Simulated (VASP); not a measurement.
# Se (Cmcm) in VASP: single point with r2SCAN

Aim: the single point of Se with r2SCAN.

All numbers are computed with VASP 6.6.1; they aren't measurements. Logs are shortened: lines on timing, memory, paths and dates and some standing lists are left out, and cuts for length are marked.

### 1 The cell of the first run

Symmetry: Cmcm, No. 63, orthorhombic system. Conventional cell: a = 2.789 Å, b = 8.078 Å, c = 4.613 Å, α = 90.00°, β = 90.00°, γ = 90.00°. Se (site symmetry m2m) has 4 Se at 2.53 to 2.79 Å within 3.3 Å.

### 2 Single point, r2SCAN

POSCAR

```
Se
1.0
    1.3942694300     -4.0390027650      0.0000000000
    1.3942694300      4.0390027650      0.0000000000
    0.0000000000      0.0000000000      4.6134314000
Se
2
Direct
    0.0643446800      0.9356553200      0.2500000000
    0.9356553200      0.0643446800      0.7500000000
```

INCAR.step1

```
ALGO = Normal ; EDIFF = 1E-4
ENCUT = 520 ; GGA = PE
ISMEAR = 1 ; LASPH = T
LCHARG = F ; LREAL = F
LWAVE = T ; NBANDS = 13
NELM = 60 ; PREC = Accurate
SIGMA = 0.05
```

INCAR.step2

```
ALGO = Normal ; EDIFF = 1E-6
ENCUT = 520 ; ISIF = 2
ISMEAR = 1 ; ISTART = 1
LASPH = T ; LCHARG = F
LMIXTAU = T ; LREAL = F
LWAVE = F ; METAGGA = R2SCAN
NBANDS = 13 ; NELM = 60
PREC = Accurate ; SIGMA = 0.05
```

KPOINTS

```
k-points
0
Gamma
  8 8 5
```

Potentials or basis: VASP PAW PBE potentials, release 64 (Se).

Launch:

```bash
> cat potpaw_PBE.64/Se/POTCAR > POTCAR
> cp INCAR.step1 INCAR
> mpirun -np 1 vasp_std > vasp.out
> cp INCAR.step2 INCAR
> mpirun -np 1 vasp_std > vasp.out
```

OUTCAR:

```text
EDIFF = 1E-6
   ENCUT = 520
   ISIF = 2
   ISMEAR = 1
   ISTART = 1
   LASPH = T
   LREAL = F
   METAGGA = R2SCAN
   NELM = 60
   PREC = Accurate

 ion  position               nearest neighbor table
   1  0.064  0.936  0.250-   2 2.53   2 2.53
   2  0.936  0.064  0.750-   1 2.53   1 2.53

  LATTYP: Found a base centered orthorhombic cell.
 ALAT       =     2.7885388600
 B/A-ratio  =     2.8968595869
 C/A-ratio  =     1.6544260746

  Lattice vectors:

 A1 = (   1.3942694300,  -4.0390027650,   0.0000000000)
 A2 = (   1.3942694300,   4.0390027650,   0.0000000000)
 A3 = (   0.0000000000,   0.0000000000,   4.6134314000)

Analysis of symmetry for initial positions (statically):
=====================================================================
 Subroutine PRICEL returns:
 Original cell was already a primitive cell.

 Routine SETGRP: Setting up the symmetry group for a
 base centered orthorhombic supercell.

 Subroutine GETGRP returns: Found  8 space group operations
 (whereof  4 operations were pure point group operations)
 out of a pool of  8 trial point group operations.

The static configuration has the point symmetry C_2h.
 The point group associated with its full space group is D_2h.

Analysis of symmetry for dynamics (positions and initial velocities):
=====================================================================
 Subroutine PRICEL returns:
 Original cell was already a primitive cell.

 Routine SETGRP: Setting up the symmetry group for a
 base centered orthorhombic supercell.

 Subroutine GETGRP returns: Found  8 space group operations
 (whereof  4 operations were pure point group operations)
 out of a pool of  8 trial point group operations.

The dynamic configuration has the point symmetry C_2h.
 The point group associated with its full space group is D_2h.

 Subroutine INISYM returns: Found  8 space group operations
 (whereof  4 operations are pure point group operations),
 and found     1 'primitive' translations

----------------------------------------------------------------------------------------

                                     Primitive cell

  volume of cell :      51.9607

  direct lattice vectors                    reciprocal lattice vectors
     1.394269430 -4.039002765  0.000000000     0.358610746 -0.123792933  0.000000000
     1.394269430  4.039002765  0.000000000     0.358610746  0.123792933  0.000000000
     0.000000000  0.000000000  4.613431400     0.000000000  0.000000000  0.216758398

  length of vectors
[... 93 lines left out ...]
   NELECT =      12.0000    total number of electrons
   NUPDOWN=      -1.0000    fix difference up-down
   EMIN   =  10.00;   EMAX   =-10.00  energy-range for DOS
   EFERMI =   0.00;   METHOD = LEGACY
   ISMEAR =     1;   SIGMA  =   0.05  broadening in eV -4-tet -1-fermi 0-gaus
   EFERMI_NEDOS =   21; number of points for ismear=-14 and -15
   IALGO  =     38    algorithm
   IMIX   =      4    mixing-type and parameters
     AMIX     =   0.40;   BMIX     =  1.00
     AMIX_MAG =   1.60;   BMIX_MAG =  1.00
  volume/ion in A,a.u.               =      25.98       175.32
  Fermi-wavevector in a.u.,A,eV,Ry     =   1.004408  1.898056 13.726046  1.008836
  Thomas-Fermi vector in A             =   2.137022
   LORBIT       =      0    0 simple, 1 ext, 2 COOP (PROOUT), +10 PAW based schemes
   METAGGA = R2SCAN    functional components
   LHFCALC =     F    Hartree Fock is set to
   AEXX    =    0.0000 exact exchange contribution
   IVDW    =     0    specifies the selected vdW correction
   LEPSILON=     F    determine dielectric tensor
   LRPA    =     F    only Hartree local field effects (RPA)
 non-spin polarized calculation
 Methfessel and Paxton  Order N= 1 SIGMA  =   0.05
  energy-cutoff  :      520.00
  volume of cell :       51.96
 maximum number of plane-waves:      1424
   NGX = 15   NGY = 15   NGZ = 17

 number of electron      12.0000000 magnetization

 Free energy of the ion-electron system (eV)
  ---------------------------------------------------
  ext. energy  EPLUGINS =         0.00000000
  ---------------------------------------------------
  free energy    TOTEN  =       -28.13069125 eV

  energy without entropy =      -28.13043571  energy(sigma->0) =      -28.13060607

 E-fermi :   2.9435     XC(G=0):  -9.5560

 val. band max:        2.9388044594   @ k =  -0.3750   0.2500   0.0000
 cond. band min:       2.9653098751   @ k =   0.5000   0.2500   0.0000
 fundamental gap:      0.0265054157
 Fermi energy:         2.9434783753

 k-point     1 :       0.0000    0.0000    0.0000
  band No.  band energies     occupation
      1     -13.6301      2.00000
      2      -9.4280      2.00000
      3      -3.8349      2.00000
      4       0.5277      2.00000
      5       0.7022      2.00000
      6       5.1473      0.00000
      7       5.5652      0.00000
      8       7.6596      0.00000
      9       9.0418      0.00000
     10      10.3655      0.00000
     11      12.5163      0.00000
     12      12.5791      0.00000
     13      16.6291      0.00000
[... 354 lines left out ...]
  band No.  band energies     occupation
      1     -12.4166      2.00000
      2      -9.2174      2.00000
      3      -2.3181      2.00000
      4      -0.0446      2.00000
      5       1.0943      2.00000
      6       1.7463      2.00000
      7       2.5304      2.00000
      8       5.7248      0.00000
      9      10.3255      0.00000
     10      10.8123      0.00000
     11      12.2047      0.00000
     12      13.7959      0.00000
     13      14.6056      0.00000

 [... further k-points ...]

------------------------ aborting loop because EDIFF is reached ----------------------------------------

  FORCE on cell =-STRESS in cart. coord.  units (eV):
  Direction    XX          YY          ZZ          XY          YZ          ZX
  --------------------------------------------------------------------------------------
  -------------------------------------------------------------------------------------
  Total       -1.3823756      0.0357356      1.8510236      0.0000000      0.0000000      0.0000000
  in kB      -42.6247378      1.1018866     57.0752227      0.0000000      0.0000000      0.0000000
  external PRESSURE =       5.1841238 kB  Pullay stress =       0.0000000 kB

 VOLUME and BASIS-vectors are now :
 -----------------------------------------------------------------------------
  energy-cutoff  :      520.00
  volume of cell :       51.96
      direct lattice vectors                 reciprocal lattice vectors
     1.394269430 -4.039002765  0.000000000     0.358610746 -0.123792933  0.000000000
     1.394269430  4.039002765  0.000000000     0.358610746  0.123792933  0.000000000
     0.000000000  0.000000000  4.613431400     0.000000000  0.000000000  0.216758398

 POSITION                                       TOTAL-FORCE (eV/Angst)
 -----------------------------------------------------------------------------------
      1.39427      3.51923      1.15336         0.000000     -0.025593     -0.000000
      1.39427     -3.51923      3.46007         0.000000      0.025593      0.000000
 -----------------------------------------------------------------------------------
    total drift:                                0.000000     -0.000000      0.000000

  FREE ENERGIE OF THE ION-ELECTRON SYSTEM (eV)
  ---------------------------------------------------
  free  energy   TOTEN  =       -28.1306912480 eV

  energy  without entropy=      -28.1304357097  energy(sigma->0) =      -28.13060607
```

OSZICAR.step1:

```text
N       E                     dE             d eps       ncg     rms          rms(c)
DAV:   1     0.471169208483E+02    0.47117E+02   -0.49224E+03  1638   0.769E+02
DAV:   2    -0.393261918757E+01   -0.51050E+02   -0.48450E+02  2296   0.125E+02
DAV:   3    -0.662415715569E+01   -0.26915E+01   -0.26793E+01  2083   0.313E+01
DAV:   4    -0.664144492720E+01   -0.17288E-01   -0.17286E-01  1858   0.299E+00
DAV:   5    -0.664154214433E+01   -0.97217E-04   -0.97216E-04  2098   0.228E-01    0.544E+00
DAV:   6    -0.662086812042E+01    0.20674E-01   -0.16088E-02  1923   0.716E-01    0.330E+00
DAV:   7    -0.661444115348E+01    0.64270E-02   -0.32250E-02  1993   0.104E+00    0.122E-01
DAV:   8    -0.661428538068E+01    0.15577E-03   -0.26533E-03  1738   0.301E-01    0.441E-02
DAV:   9    -0.661430511770E+01   -0.19737E-04   -0.49853E-05  1314   0.474E-02
   1 F= -.66143051E+01 E0= -.66142622E+01  d E =-.128804E-03
```

Wall time 2.9 min (1 thread of AMD EPYC 7R43 (Zen 3), shared host); peak memory 0.17 GiB.

What came out:

* Free energy: -28.1307 eV
* Pressure: 0.5 GPa
* Largest force: 0.026 eV/Å
* Band gap on the k mesh: zero (bands 6 and 7 overlap by 3.40 eV)

Forces on the atoms (eV/Å):
```
Se   0.000 -0.026  0.000
Se   0.000  0.026  0.000
```

Stress tensor (GPa, compression positive):
```
-4.26  0.00  0.00
 0.00  0.11  0.00
 0.00  0.00  5.71
```

Caveat: the PAW data sets were made with another functional, which shifts forces and pressure a little.
